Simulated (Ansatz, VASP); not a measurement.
## One calculation of Ge, two programs

File INCAR:

```
PREC     = Accurate       # precision mode
ENCUT    = 520            # plane-wave cutoff, eV
EDIFF    = 1E-6           # SCF threshold, eV
ISMEAR   = 0              # smearing method
SIGMA    = 0.15           # smearing width, eV
LREAL    = False          # projectors in reciprocal space
LASPH    = True           # aspherical terms in the spheres
NELM     = 60             # most SCF steps
ALGO     = Fast           # electronic algorithm
ISIF     = 2              # what is computed and relaxed
LWAVE    = False          # write WAVECAR
LCHARG   = True           # write CHGCAR
GGA      = PE             # functional
LELF     = True           # ELF
LVHAR    = True         
NBANDS   = 66             # bands
```

Contents of KPOINTS:

```
regular mesh
0
Gamma
  15 15 4
```

File POSCAR:

```
Ge
1.0
    4.0391102337      0.0000000000      0.0000000000
   -2.0195551169      3.4979720711      0.0000000000
    0.0000000000      0.0000000000     13.5136511089
Ge
8
Direct
    0.0000000000      0.0000000000      0.3955272934
    0.0000000000      0.0000000000      0.6044727066
    0.0000000000      0.0000000000      0.8955272934
    0.0000000000      0.0000000000      0.1044727066
    0.3333333333      0.6666666667      0.3442031336
    0.6666666667      0.3333333333      0.6557968664
    0.6666666667      0.3333333333      0.8442031336
    0.3333333333      0.6666666667      0.1557968664
```

Input for Ansatz:

```yaml
crystal:
  lattice:
    - [4.0391102337, 0.0, 0.0]
    - [-2.0195551169, 3.4979720711, 0.0]
    - [0.0, 0.0, 13.5136511089]
  atoms:
    - { symbol: Ge, position: [0.0, 0.0, 0.3955272934] }
    - { symbol: Ge, position: [0.0, 0.0, 0.6044727066] }
    - { symbol: Ge, position: [0.0, 0.0, 0.8955272934] }
    - { symbol: Ge, position: [0.0, 0.0, 0.1044727066] }
    - { symbol: Ge, position: [0.3333333333, 0.6666666667, 0.3442031336] }
    - { symbol: Ge, position: [0.6666666667, 0.3333333333, 0.6557968664] }
    - { symbol: Ge, position: [0.6666666667, 0.3333333333, 0.8442031336] }
    - { symbol: Ge, position: [0.3333333333, 0.6666666667, 0.1557968664] }
basis:
  ecutwfc: 420
kpoints:
  mp_grid: { grid: [15, 15, 4] }
hamiltonian:
  xc: pbe
scf:
  occupations: { method: gaussian, width: 0.15 }
output:
  forces: true
  stress: true
  eigenvalues: true
```

Alike in both runs: task single point; functional PBE; k mesh 15 × 15 × 4; occupations gaussian, width 0.15 eV; no spin polarisation.

|  | VASP | Ansatz |
| --- | --- | --- |
| version | VASP 6.6.1 | Ansatz 0.2.0 |
| potentials or method | VASP PAW PBE potentials, release 64 (Ge_d), cutoff 520 eV | scalar-relativistic, plane waves, PAW |
| valence electrons in the cell | 112 | 112 |

```tsv
	VASP	Ansatz	Ansatz less VASP
gap on the k mesh at the Fermi level (eV)	none	none	-
pressure (GPa)	1.3	1.3	+0.05
traceless stress, the component that is largest in VASP (GPa)	-4.18	-4.20	-0.027
rms of the force components (eV/Å)	0.755	0.755	+0.0002
```

Atom by atom the forces differ by 0.000 eV/Å (rms over components). A gap of «none» marks a metal or a gap that the smearing closes.
